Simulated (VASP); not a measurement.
# MoS2 (P6_3/mmc) in VASP: single point with PBEsol

Aim: the single point of MoS2 with PBEsol.

Everything below comes from runs of VASP 6.6.1. Logs are shortened: lines on timing, memory, paths and dates and some standing lists are left out, and cuts for length are marked.

## 1. The cell of the first run

It takes space group P6_3/mmc (No. 194, hexagonal). The conventional cell has a = 3.141 Å, b = 3.141 Å, c = 12.579 Å, α = 90.00°, β = 90.00°, γ = 120.00°. Mo (site symmetry -6m2) has 6 S at 2.39 Å and 6 Mo at 3.14 Å within 3.2 Å. S (site symmetry 3m) has 3 Mo at 2.39 Å and 7 S at 3.12 to 3.14 Å within 3.2 Å.

## 2. Single point, PBEsol

Contents of INCAR:

```
PREC = Accurate ; ENCUT = 520
EDIFF = 1E-6 ; ISMEAR = 0
SIGMA = 0.02 ; LREAL = F
LASPH = T ; NELM = 60
ALGO = Normal ; ISIF = 2
LWAVE = F ; LCHARG = F
GGA = PS ; NBANDS = 35
```

Contents of KPOINTS:

```
Automatic mesh
0
Gamma
  12 12 4
```

Contents of POSCAR:

```
MoS2
1.0
    3.1414238583      0.0000000000      0.0000000000
   -1.5707119291      2.7205528653      0.0000000000
    0.0000000000      0.0000000000     12.5794007740
Mo S
2 4
Direct
    0.3333333333      0.6666666667      0.2500000000
    0.6666666667      0.3333333333      0.7500000000
    0.3333333333      0.6666666667      0.6260649904
    0.6666666667      0.3333333333      0.1260649904
    0.3333333333      0.6666666667      0.8739350096
    0.6666666667      0.3333333333      0.3739350096
```

Potentials or basis: VASP PAW PBE potentials, release 64 (Mo_sv, S).

Launch:

```
$ cat potpaw_PBE.64/Mo_sv/POTCAR potpaw_PBE.64/S/POTCAR > POTCAR
$ mpirun -np 1 vasp_std > vasp.out
```

OUTCAR:

```text
PREC = Accurate
   ENCUT = 520
   EDIFF = 1E-6
   ISMEAR = 0
   LREAL = F
   LASPH = T
   NELM = 60
   ISIF = 2
   GGA = PS

 ion  position               nearest neighbor table
   1  0.333  0.667  0.250-   4 2.39   6 2.39   4 2.39   6 2.39   4 2.39   6 2.39
   2  0.667  0.333  0.750-   3 2.39   5 2.39   3 2.39   5 2.39   3 2.39   5 2.39
   3  0.333  0.667  0.626-   2 2.39   2 2.39   2 2.39
   4  0.667  0.333  0.126-   1 2.39   1 2.39   1 2.39
   5  0.333  0.667  0.874-   2 2.39   2 2.39   2 2.39
   6  0.667  0.333  0.374-   1 2.39   1 2.39   1 2.39

  LATTYP: Found a hexagonal cell.
 ALAT       =     3.1414238583
 C/A-ratio  =     4.0043627799

  Lattice vectors:

 A1 = (   3.1414238583,   0.0000000000,   0.0000000000)
 A2 = (  -1.5707119291,   2.7205528653,   0.0000000000)
 A3 = (   0.0000000000,   0.0000000000,  12.5794007740)

Analysis of symmetry for initial positions (statically):
=====================================================================
 Subroutine PRICEL returns:
 Original cell was already a primitive cell.

 Routine SETGRP: Setting up the symmetry group for a
 hexagonal supercell.

 Subroutine GETGRP returns: Found 24 space group operations
 (whereof 12 operations were pure point group operations)
 out of a pool of 24 trial point group operations.

The static configuration has the point symmetry D_3d.
 The point group associated with its full space group is D_6h.

Analysis of symmetry for dynamics (positions and initial velocities):
=====================================================================
 Subroutine PRICEL returns:
 Original cell was already a primitive cell.

 Routine SETGRP: Setting up the symmetry group for a
 hexagonal supercell.

 Subroutine GETGRP returns: Found 24 space group operations
 (whereof 12 operations were pure point group operations)
 out of a pool of 24 trial point group operations.

The dynamic configuration has the point symmetry D_3d.
 The point group associated with its full space group is D_6h.

 Subroutine INISYM returns: Found 24 space group operations
 (whereof 12 operations are pure point group operations),
 and found     1 'primitive' translations

----------------------------------------------------------------------------------------

                                     Primitive cell

  volume of cell :     107.5087

  direct lattice vectors                    reciprocal lattice vectors
     3.141423858  0.000000000  0.000000000     0.318326990  0.183786173  0.000000000
    -1.570711929  2.720552865  0.000000000     0.000000000  0.367572346  0.000000000
     0.000000000  0.000000000 12.579400774     0.000000000  0.000000000  0.079495043

  length of vectors
     3.141423858  3.141423858 12.579400774     0.367572346  0.367572346  0.079495043

  position of ions in fractional coordinates (direct lattice)
     0.333333333  0.666666667  0.250000000
     0.666666667  0.333333333  0.750000000
     0.333333333  0.666666667  0.626064990
     0.666666667  0.333333333  0.126064990
     0.333333333  0.666666667  0.873935010
     0.666666667  0.333333333  0.373935010

  ion indices of the primitive-cell ions
   primitive index   ion index
                 1           1
                 2           2
                 3           3
                 4           4
                 5           5
                 6           6

----------------------------------------------------------------------------------------

 KPOINTS: Automatic mesh

Automatic generation of k-mesh.
 Grid dimensions read from file:
 generate k-points for:   12   12    4

 Generating k-lattice:

  Cartesian coordinates                     Fractional coordinates (reciprocal lattice)
     0.026527249  0.015315514  0.000000000     0.083333333 -0.000000000  0.000000000
     0.000000000  0.030631029  0.000000000     0.000000000  0.083333333  0.000000000
     0.000000000  0.000000000  0.019873761     0.000000000  0.000000000  0.250000000

  Length of vectors
     0.030631029  0.030631029  0.019873761

  Shift w.r.t. Gamma in fractional coordinates (k-lattice)
     0.000000000  0.000000000  0.000000000

 Subroutine IBZKPT returns following result:
 ===========================================

 Found     57 irreducible k-points:

 Following reciprocal coordinates:
            Coordinates               Weight
  0.000000  0.000000  0.000000      1.000000
  0.083333 -0.000000  0.000000      6.000000
  0.166667  0.000000  0.000000      6.000000
  0.250000 -0.000000  0.000000      6.000000
  0.333333 -0.000000  0.000000      6.000000
  0.416667 -0.000000  0.000000      6.000000
[... 16 lines left out ...]
  0.250000 -0.000000  0.250000     12.000000
  0.333333 -0.000000  0.250000     12.000000
 [... further k-points ...]
   k-points           NKPTS =     57   k-points in BZ     NKDIM =     57   number of bands    NBANDS=     35
   number of dos      NEDOS =    301   number of ions     NIONS =      6
   total plane-waves  NPLWV =  55296
   dimension x,y,z NGX =    24 NGY =   24 NGZ =   96
   dimension x,y,z NGXF=    48 NGYF=   48 NGZF=  192
   ions per type =               2   4
   NGX,Y,Z   is equivalent  to a cutoff of  12.70, 12.70, 12.69 a.u.
   NGXF,Y,Z  is equivalent  to a cutoff of  25.40, 25.40, 25.37 a.u.
 SYSTEM =  unknown system
   PREC   = accura    normal or accurate (medium, high low for compatibility)
   ISTART =      0    job   : 0-new  1-cont  2-samecut
   ICHARG =      2    charge: 1-file 2-atom 10-const
   ISPIN  =      1    spin polarized calculation?
   LNONCOLLINEAR =      F non collinear calculations
   LSORBIT =      F    spin-orbit coupling
   LASPH  =      T    aspherical Exc in radial PAW
   ENCUT  =  520.0 eV  38.22 Ry    6.18 a.u.   5.84  5.84 23.39*2*pi/ulx,y,z
   NELM   =     60;   NELMIN=  2; NELMDL= -5     # of ELM steps
   EDIFF  = 0.1E-05   stopping-criterion for ELM
   LREAL  =      F    real-space projection
   EDIFFG = 0.1E-04   stopping-criterion for IOM
   NSW    =      0    number of steps for IOM
   IBRION =     -1    ionic relax: 0-MD 1-quasi-New 2-CG
   NFREE  =      0    steps in history (QN), initial steepest desc. (CG)
   ISIF   =      2    stress and relaxation
   ISYM   =      2    0-nonsym 1-usesym 2-fastsym
   POTIM  = 0.5000    time-step for ionic-motion
   TEBEG  =    0.0;   TEEND  =   0.0 temperature during run
   PSTRESS=    0.0 pullay stress
   NELECT =      52.0000    total number of electrons
   NUPDOWN=      -1.0000    fix difference up-down
   EMIN   =  10.00;   EMAX   =-10.00  energy-range for DOS
   EFERMI =   0.00;   METHOD = LEGACY
   ISMEAR =     0;   SIGMA  =   0.02  broadening in eV -4-tet -1-fermi 0-gaus
   EFERMI_NEDOS =   21; number of points for ismear=-14 and -15
   IALGO  =     38    algorithm
   IMIX   =      4    mixing-type and parameters
     AMIX     =   0.40;   BMIX     =  1.00
     AMIX_MAG =   1.60;   BMIX_MAG =  1.00
  volume/ion in A,a.u.               =      17.92       120.92
  Fermi-wavevector in a.u.,A,eV,Ry     =   1.285074  2.428437 22.468860  1.651415
  Thomas-Fermi vector in A             =   2.417230
   LORBIT       =      0    0 simple, 1 ext, 2 COOP (PROOUT), +10 PAW based schemes
   GGA     = PS    functional components
   LHFCALC =     F    Hartree Fock is set to
   AEXX    =    0.0000 exact exchange contribution
   IVDW    =     0    specifies the selected vdW correction
   LEPSILON=     F    determine dielectric tensor
   LRPA    =     F    only Hartree local field effects (RPA)
 non-spin polarized calculation
 Gauss-broadening in eV      SIGMA  =   0.02
  energy-cutoff  :      520.00
  volume of cell :      107.51
 maximum number of plane-waves:      2922
 NGX is ok and might be reduce to    24
   NGX = 11   NGY = 11   NGZ = 47

 number of electron      52.0000003 magnetization

 Free energy of the ion-electron system (eV)
  ---------------------------------------------------
  ext. energy  EPLUGINS =         0.00000000
  ---------------------------------------------------
  free energy    TOTEN  =       -46.90576741 eV

  energy without entropy =      -46.90576741  energy(sigma->0) =      -46.90576741

 E-fermi :   7.5186     XC(G=0): -10.9243

 val. band max:        7.2595176686   @ k =   0.0000   0.0000   0.0000
 cond. band min:       8.2546470167   @ k =   0.1667   0.1667   0.0000
 fundamental gap:      0.9951293481
 Fermi energy:         7.5186389767

 k-point     1 :       0.0000    0.0000    0.0000
  band No.  band energies     occupation
      1     -54.0234      2.00000
      2     -54.0234      2.00000
      3     -28.2348      2.00000
      4     -28.2347      2.00000
      5     -27.9722      2.00000
      6     -27.9722      2.00000
[... 27 lines left out ...]
     34       9.8958      0.00000
     35      12.9518      0.00000

 k-point     2 :       0.0833   -0.0000    0.0000
  band No.  band energies     occupation
      1     -54.0204      2.00000
      2     -54.0204      2.00000
      3     -28.2289      2.00000
      4     -28.2289      2.00000
      5     -28.0020      2.00000
      6     -28.0020      2.00000
[... 27 lines left out ...]
     34       9.7802      0.00000
     35      13.4627      0.00000

 k-point     3 :       0.1667    0.0000    0.0000
  band No.  band energies     occupation
      1     -54.0121      2.00000
      2     -54.0121      2.00000
      3     -28.2128      2.00000
      4     -28.2128      2.00000
      5     -28.0827      2.00000
      6     -28.0827      2.00000
[... 27 lines left out ...]
     34      10.2348      0.00000
     35      14.4483      0.00000
[... 723 lines left out ...]
 k-point    23 :       0.2500   -0.0000    0.2500
  band No.  band energies     occupation
      1     -54.0008      2.00000
      2     -54.0008      2.00000
      3     -28.1914      2.00000
      4     -28.1914      2.00000
      5     -28.1908      2.00000
      6     -28.1907      2.00000
[... 27 lines left out ...]
     34      10.6860      0.00000
     35      14.6957      0.00000

 k-point    24 :       0.3333   -0.0000    0.2500
  band No.  band energies     occupation
      1     -53.9894      2.00000
      2     -53.9894      2.00000
      3     -28.2983      2.00000
      4     -28.2983      2.00000
      5     -28.1686      2.00000
      6     -28.1686      2.00000
[... 27 lines left out ...]
     34      11.0237      0.00000
     35      14.0375      0.00000

 [... further k-points ...]

------------------------ aborting loop because EDIFF is reached ----------------------------------------

  FORCE on cell =-STRESS in cart. coord.  units (eV):
  Direction    XX          YY          ZZ          XY          YZ          ZX
  --------------------------------------------------------------------------------------
  -------------------------------------------------------------------------------------
  Total       -0.0079170     -0.0079170     -0.0291963     -0.0000000     -0.0000000     -0.0000000
  in kB       -0.1179856     -0.1179856     -0.4351058     -0.0000000     -0.0000000     -0.0000000
  external PRESSURE =      -0.2236923 kB  Pullay stress =       0.0000000 kB

 VOLUME and BASIS-vectors are now :
 -----------------------------------------------------------------------------
  energy-cutoff  :      520.00
  volume of cell :      107.51
      direct lattice vectors                 reciprocal lattice vectors
     3.141423858  0.000000000  0.000000000     0.318326990  0.183786173  0.000000000
    -1.570711929  2.720552865  0.000000000     0.000000000  0.367572346  0.000000000
     0.000000000  0.000000000 12.579400774     0.000000000  0.000000000  0.079495043

 POSITION                                       TOTAL-FORCE (eV/Angst)
 -----------------------------------------------------------------------------------
     -0.00000      1.81370      3.14485         0.000000      0.000000      0.000000
      1.57071      0.90685      9.43455        -0.000000     -0.000000      0.000000
     -0.00000      1.81370      7.87552         0.000000     -0.000000     -0.001446
      1.57071      0.90685      1.58582        -0.000000      0.000000     -0.001446
     -0.00000      1.81370     10.99358        -0.000000     -0.000000      0.001446
      1.57071      0.90685      4.70388        -0.000000     -0.000000      0.001446
 -----------------------------------------------------------------------------------
    total drift:                               -0.000000      0.000000     -0.000000

  FREE ENERGIE OF THE ION-ELECTRON SYSTEM (eV)
  ---------------------------------------------------
  free  energy   TOTEN  =       -46.9057674135 eV

  energy  without entropy=      -46.9057674135  energy(sigma->0) =      -46.90576741
```

Wall time 2.7 min (1 thread of AMD EPYC 7R13 (Zen 3), shared host); peak memory 0.29 GiB.

What came out:

| Item | Value |
| --- | --- |
| Free energy | -46.9058 eV |
| Pressure | 0.0 GPa |
| Band gap on the k mesh | 1.00 eV (least direct gap 1.75 eV) |

Caveat: the PAW data sets were made with another functional, which shifts forces and pressure a little; this functional lacks dispersion, which binds layers or chains, so the pressure and a relaxed spacing across them are unreliable.
